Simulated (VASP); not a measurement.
# MgS (F-43m) in VASP: single point with PBEsol

Aim: the single point of MgS with PBEsol.

Program: VASP 6.6.1. These are calculated values, not measurements. Logs are shortened: lines on timing, memory, paths and dates and some standing lists are left out, and cuts for length are marked.

### Step 1. The cell of the first run

The structure is cubic, space group F-43m (No. 216). The conventional cell has a = 5.652 Å, b = 5.652 Å, c = 5.652 Å, α = 90.00°, β = 90.00°, γ = 90.00°. Mg (site symmetry -43m) has 4 S at 2.45 Å within 3.2 Å. Within 3.2 Å of S (site symmetry -43m) lie 4 Mg at 2.45 Å.

### Step 2. Single point, PBEsol

INCAR reads:

```
PREC = Accurate ; ENCUT = 520
EDIFF = 1E-7 ; ISMEAR = -1
SIGMA = 0.05 ; LREAL = Auto
LASPH = T ; NELM = 100
ALGO = Normal ; ISIF = 2
LWAVE = F ; LCHARG = T
GGA = PS ; LELF = T
LVHAR = T ; NBANDS = 166
```

KPOINTS reads:

```
regular mesh
0
Gamma
  1 1 1
```

POSCAR reads:

```
MgS
1.0
   11.3030650000      0.0000000000      0.0000000000
    0.0000000000     11.3030650000      0.0000000000
    0.0000000000      0.0000000000     11.3030650000
Mg S
32 32
Direct
    0.0000000000      0.0000000000      0.0000000000
    0.0000000000      0.0000000000      0.5000000000
    0.0000000000      0.5000000000      0.0000000000
    0.0000000000      0.5000000000      0.5000000000
    0.5000000000      0.0000000000      0.0000000000
    0.5000000000      0.0000000000      0.5000000000
    0.5000000000      0.5000000000      0.0000000000
    0.5000000000      0.5000000000      0.5000000000
    0.2500000000      0.2500000000      0.0000000000
    0.2500000000      0.2500000000      0.5000000000
    0.2500000000      0.7500000000      0.0000000000
    0.2500000000      0.7500000000      0.5000000000
    0.7500000000      0.2500000000      0.0000000000
    0.7500000000      0.2500000000      0.5000000000
    0.7500000000      0.7500000000      0.0000000000
    0.7500000000      0.7500000000      0.5000000000
    0.2500000000      0.0000000000      0.2500000000
    0.2500000000      0.0000000000      0.7500000000
    0.2500000000      0.5000000000      0.2500000000
    0.2500000000      0.5000000000      0.7500000000
    0.7500000000      0.0000000000      0.2500000000
    0.7500000000      0.0000000000      0.7500000000
    0.7500000000      0.5000000000      0.2500000000
    0.7500000000      0.5000000000      0.7500000000
    0.0000000000      0.2500000000      0.2500000000
    0.0000000000      0.2500000000      0.7500000000
    0.0000000000      0.7500000000      0.2500000000
    0.0000000000      0.7500000000      0.7500000000
    0.5000000000      0.2500000000      0.2500000000
    0.5000000000      0.2500000000      0.7500000000
    0.5000000000      0.7500000000      0.2500000000
    0.5000000000      0.7500000000      0.7500000000
    0.1250000000      0.1250000000      0.1250000000
    0.1250000000      0.1250000000      0.6250000000
    0.1250000000      0.6250000000      0.1250000000
    0.1250000000      0.6250000000      0.6250000000
    0.6250000000      0.1250000000      0.1250000000
    0.6250000000      0.1250000000      0.6250000000
    0.6250000000      0.6250000000      0.1250000000
    0.6250000000      0.6250000000      0.6250000000
    0.3750000000      0.3750000000      0.1250000000
    0.3750000000      0.3750000000      0.6250000000
    0.3750000000      0.8750000000      0.1250000000
    0.3750000000      0.8750000000      0.6250000000
    0.8750000000      0.3750000000      0.1250000000
    0.8750000000      0.3750000000      0.6250000000
    0.8750000000      0.8750000000      0.1250000000
    0.8750000000      0.8750000000      0.6250000000
    0.3750000000      0.1250000000      0.3750000000
    0.3750000000      0.1250000000      0.8750000000
    0.3750000000      0.6250000000      0.3750000000
    0.3750000000      0.6250000000      0.8750000000
    0.8750000000      0.1250000000      0.3750000000
    0.8750000000      0.1250000000      0.8750000000
    0.8750000000      0.6250000000      0.3750000000
    0.8750000000      0.6250000000      0.8750000000
    0.1250000000      0.3750000000      0.3750000000
    0.1250000000      0.3750000000      0.8750000000
    0.1250000000      0.8750000000      0.3750000000
    0.1250000000      0.8750000000      0.8750000000
    0.6250000000      0.3750000000      0.3750000000
    0.6250000000      0.3750000000      0.8750000000
    0.6250000000      0.8750000000      0.3750000000
    0.6250000000      0.8750000000      0.8750000000
```

Potentials or basis: VASP PAW PBE potentials, release 64 (Mg, S).

On the command line:

```console
$ cat potpaw_PBE.64/Mg/POTCAR potpaw_PBE.64/S/POTCAR > POTCAR
$ mpirun -np 1 vasp_gam > vasp.out
```

OUTCAR:

```text
PREC = Accurate
   ENCUT = 520
   EDIFF = 1E-7
   ISMEAR = -1
   LREAL = Auto
   LASPH = T
   NELM = 100
   ISIF = 2
   GGA = PS

 ion  position               nearest neighbor table
   1  0.000  0.000  0.000-  33 2.45  47 2.45  54 2.45  60 2.45
   2  0.000  0.000  0.500-  34 2.45  48 2.45  53 2.45  59 2.45
   3  0.000  0.500  0.000-  35 2.45  45 2.45  56 2.45  58 2.45
   4  0.000  0.500  0.500-  36 2.45  46 2.45  55 2.45  57 2.45
   5  0.500  0.000  0.000-  37 2.45  43 2.45  50 2.45  64 2.45
   6  0.500  0.000  0.500-  38 2.45  44 2.45  49 2.45  63 2.45
[... 56 lines left out ...]
  63  0.625  0.875  0.375-   6 2.45  16 2.45  21 2.45  31 2.45
  64  0.625  0.875  0.875-   5 2.45  15 2.45  22 2.45  32 2.45

  LATTYP: Found a simple cubic cell.
 ALAT       =    11.3030650000

  Lattice vectors:

 A1 = (  11.3030650000,   0.0000000000,   0.0000000000)
 A2 = (   0.0000000000,  11.3030650000,   0.0000000000)
 A3 = (   0.0000000000,   0.0000000000,  11.3030650000)

Analysis of symmetry for initial positions (statically):
=====================================================================
 Subroutine PRICEL returns following result:

  LATTYP: Found a face centered cubic cell.
 ALAT       =     5.6515325000

  Lattice vectors:

 A1 = (   2.8257662500,  -2.8257662500,   0.0000000000)
 A2 = (   2.8257662500,   0.0000000000,   2.8257662500)
 A3 = (   0.0000000000,  -2.8257662500,   2.8257662500)

  32 primitive cells build up your supercell.

 Routine SETGRP: Setting up the symmetry group for a
 simple cubic supercell.

 Subroutine GETGRP returns: Found 24 space group operations
 (whereof 24 operations were pure point group operations)
 out of a pool of 48 trial point group operations.

The static configuration has the point symmetry T_d .

Analysis of symmetry for dynamics (positions and initial velocities):
=====================================================================
 Subroutine PRICEL returns following result:

  LATTYP: Found a face centered cubic cell.
 ALAT       =     5.6515325000

  Lattice vectors:

 A1 = (   2.8257662500,  -2.8257662500,   0.0000000000)
 A2 = (   2.8257662500,   0.0000000000,   2.8257662500)
 A3 = (   0.0000000000,  -2.8257662500,   2.8257662500)

  32 primitive cells build up your supercell.

 Routine SETGRP: Setting up the symmetry group for a
 simple cubic supercell.

 Subroutine GETGRP returns: Found 24 space group operations
 (whereof 24 operations were pure point group operations)
 out of a pool of 48 trial point group operations.

The dynamic configuration has the point symmetry T_d .

 Subroutine INISYM returns: Found 24 space group operations
 (whereof 24 operations are pure point group operations),
 and found    32 'primitive' translations

----------------------------------------------------------------------------------------

                                     Primitive cell

  volume of cell :      45.1272

  direct lattice vectors                    reciprocal lattice vectors
     2.825766250 -2.825766250  0.000000000     0.176943157 -0.176943157 -0.176943157
     2.825766250  0.000000000  2.825766250     0.176943157  0.176943157  0.176943157
     0.000000000 -2.825766250  2.825766250    -0.176943157 -0.176943157  0.176943157

  length of vectors
     3.996236955  3.996236955  3.996236955     0.306474537  0.306474537  0.306474537

  position of ions in fractional coordinates (direct lattice)
     0.000000000  0.000000000  0.000000000
     0.750000000  0.750000000  0.750000000

  ion indices of the primitive-cell ions
   primitive index   ion index
                 1           1
                 2          33

----------------------------------------------------------------------------------------

 KPOINTS: regular mesh

Automatic generation of k-mesh.
 Grid dimensions read from file:
 generate k-points for:    1    1    1

 Generating k-lattice:

  Cartesian coordinates                     Fractional coordinates (reciprocal lattice)
     0.088471578  0.000000000  0.000000000     1.000000000  0.000000000  0.000000000
     0.000000000  0.088471578  0.000000000     0.000000000  1.000000000  0.000000000
     0.000000000  0.000000000  0.088471578     0.000000000  0.000000000  1.000000000

  Length of vectors
     0.088471578  0.088471578  0.088471578

  Shift w.r.t. Gamma in fractional coordinates (k-lattice)
     0.000000000  0.000000000  0.000000000

 Subroutine IBZKPT returns following result:
 ===========================================

 Found      1 irreducible k-points:

 Following reciprocal coordinates:
            Coordinates               Weight
  0.000000  0.000000  0.000000      1.000000
   k-points           NKPTS =      1   k-points in BZ     NKDIM =      1   number of bands    NBANDS=    166
   number of dos      NEDOS =    301   number of ions     NIONS =     64
   total plane-waves  NPLWV = 592704
   dimension x,y,z NGX =    84 NGY =   84 NGZ =   84
   dimension x,y,z NGXF=   168 NGYF=  168 NGZF=  168
   ions per type =              32  32
   NGX,Y,Z   is equivalent  to a cutoff of  12.35, 12.35, 12.35 a.u.
   NGXF,Y,Z  is equivalent  to a cutoff of  24.71, 24.71, 24.71 a.u.
 SYSTEM =  unknown system
   PREC   = accura    normal or accurate (medium, high low for compatibility)
   ISTART =      0    job   : 0-new  1-cont  2-samecut
   ICHARG =      2    charge: 1-file 2-atom 10-const
   ISPIN  =      1    spin polarized calculation?
   LNONCOLLINEAR =      F non collinear calculations
   LSORBIT =      F    spin-orbit coupling
   LASPH  =      T    aspherical Exc in radial PAW
   ENCUT  =  520.0 eV  38.22 Ry    6.18 a.u.  21.02 21.02 21.02*2*pi/ulx,y,z
   NELM   =    100;   NELMIN=  2; NELMDL= -5     # of ELM steps
   EDIFF  = 0.1E-06   stopping-criterion for ELM
   LREAL  =      T    real-space projection
   EDIFFG = 0.1E-05   stopping-criterion for IOM
   NSW    =      0    number of steps for IOM
   IBRION =     -1    ionic relax: 0-MD 1-quasi-New 2-CG
   NFREE  =      0    steps in history (QN), initial steepest desc. (CG)
   ISIF   =      2    stress and relaxation
   ISYM   =      2    0-nonsym 1-usesym 2-fastsym
   POTIM  = 0.5000    time-step for ionic-motion
   TEBEG  =    0.0;   TEEND  =   0.0 temperature during run
   PSTRESS=    0.0 pullay stress
   NELECT =     256.0000    total number of electrons
   NUPDOWN=      -1.0000    fix difference up-down
   EMIN   =  10.00;   EMAX   =-10.00  energy-range for DOS
   EFERMI =   0.00;   METHOD = LEGACY
   ISMEAR =    -1;   SIGMA  =   0.05  broadening in eV -4-tet -1-fermi 0-gaus
   EFERMI_NEDOS =   21; number of points for ismear=-14 and -15
   IALGO  =     38    algorithm
   IMIX   =      4    mixing-type and parameters
     AMIX     =   0.40;   BMIX     =  1.00
     AMIX_MAG =   1.60;   BMIX_MAG =  1.00
  volume/ion in A,a.u.               =      22.56       152.27
  Fermi-wavevector in a.u.,A,eV,Ry     =   0.919656  1.737897 11.507353  0.845767
  Thomas-Fermi vector in A             =   2.044874
   LORBIT       =      0    0 simple, 1 ext, 2 COOP (PROOUT), +10 PAW based schemes
   GGA     = PS    functional components
   LHFCALC =     F    Hartree Fock is set to
   AEXX    =    0.0000 exact exchange contribution
   IVDW    =     0    specifies the selected vdW correction
   LEPSILON=     F    determine dielectric tensor
   LRPA    =     F    only Hartree local field effects (RPA)
 non-spin polarized calculation
  energy-cutoff  :      520.00
  volume of cell :     1444.07
 maximum number of plane-waves:     19456
   NGX = 43   NGY = 43   NGZ = 43

 number of electron     255.9999918 magnetization

 Free energy of the ion-electron system (eV)
  ---------------------------------------------------
  ext. energy  EPLUGINS =         0.00000000
  ---------------------------------------------------
  free energy    TOTEN  =      -284.84758947 eV

  energy without entropy =     -284.84758947  energy(sigma->0) =     -284.84758947

 E-fermi :   2.3282     XC(G=0):  -8.5933

 val. band max:        1.0483191328   @ k =   0.0000   0.0000   0.0000
 cond. band min:       4.3651810174   @ k =   0.0000   0.0000   0.0000
 fundamental gap:      3.3168618846
 Fermi energy:         2.3282398439

 k-point     1 :       0.0000    0.0000    0.0000
  band No.  band energies     occupation
      1     -10.2387      2.00000
      2      -9.8098      2.00000
      3      -9.8098      2.00000
      4      -9.8098      2.00000
      5      -9.8098      2.00000
      6      -9.8098      2.00000
[... 132 lines left out ...]
    139       6.0693      0.00000
    140       6.0693      0.00000
 [bands above 140 left out]

------------------------ aborting loop because EDIFF is reached ----------------------------------------

  FORCE on cell =-STRESS in cart. coord.  units (eV):
  Direction    XX          YY          ZZ          XY          YZ          ZX
  --------------------------------------------------------------------------------------
  -------------------------------------------------------------------------------------
  Total       -0.3624061     -0.3624061     -0.3624061     -0.0000000     -0.0000000      0.0000000
  in kB       -0.4020846     -0.4020846     -0.4020846     -0.0000000     -0.0000000      0.0000000
  external PRESSURE =      -0.4020846 kB  Pullay stress =       0.0000000 kB

 VOLUME and BASIS-vectors are now :
 -----------------------------------------------------------------------------
  energy-cutoff  :      520.00
  volume of cell :     1444.07
      direct lattice vectors                 reciprocal lattice vectors
    11.303065000  0.000000000  0.000000000     0.088471578  0.000000000  0.000000000
     0.000000000 11.303065000  0.000000000     0.000000000  0.088471578  0.000000000
     0.000000000  0.000000000 11.303065000     0.000000000  0.000000000  0.088471578

 POSITION                                       TOTAL-FORCE (eV/Angst)
 -----------------------------------------------------------------------------------
      0.00000      0.00000      0.00000         0.000000     -0.000000     -0.000000
      0.00000      0.00000      5.65153         0.000000     -0.000000     -0.000000
      0.00000      5.65153      0.00000         0.000000     -0.000000     -0.000000
      0.00000      5.65153      5.65153         0.000000      0.000000     -0.000000
      5.65153      0.00000      0.00000         0.000000     -0.000000     -0.000000
      5.65153      0.00000      5.65153         0.000000      0.000000     -0.000000
[... 56 lines left out ...]
      7.06442      9.89018      4.23865        -0.000000      0.000000     -0.000000
      7.06442      9.89018      9.89018        -0.000000      0.000000      0.000000
 -----------------------------------------------------------------------------------
    total drift:                                0.000000     -0.000000      0.000000

  FREE ENERGIE OF THE ION-ELECTRON SYSTEM (eV)
  ---------------------------------------------------
  free  energy   TOTEN  =      -284.8475894678 eV

  energy  without entropy=     -284.8475894677  energy(sigma->0) =     -284.84758947
```

Wall time 6.4 min (1 thread of AMD EPYC 7R43 (Zen 3), shared host); peak memory 0.99 GiB.

Results:

- Free energy: -284.8476 eV
- Pressure: 0.0 GPa
- Band gap on the k mesh: 3.32 eV

Levels at points of the mesh, in eV from the valence-band top:
```tsv
k point	band 124	band 125	band 126	band 127	band 128	band 129	band 130	band 131	band 132	band 133
(0.00, 0.00, 0.00)	-0.33	-0.33	0.00	0.00	0.00	3.32	3.70	3.70	3.70	5.01
```

Caveat: the k points lie up to 0.56 Å⁻¹ apart; the PAW data sets were made with another functional, which shifts forces and pressure a little; an odd mesh through Γ misses points on the zone boundary, where band edges can lie.
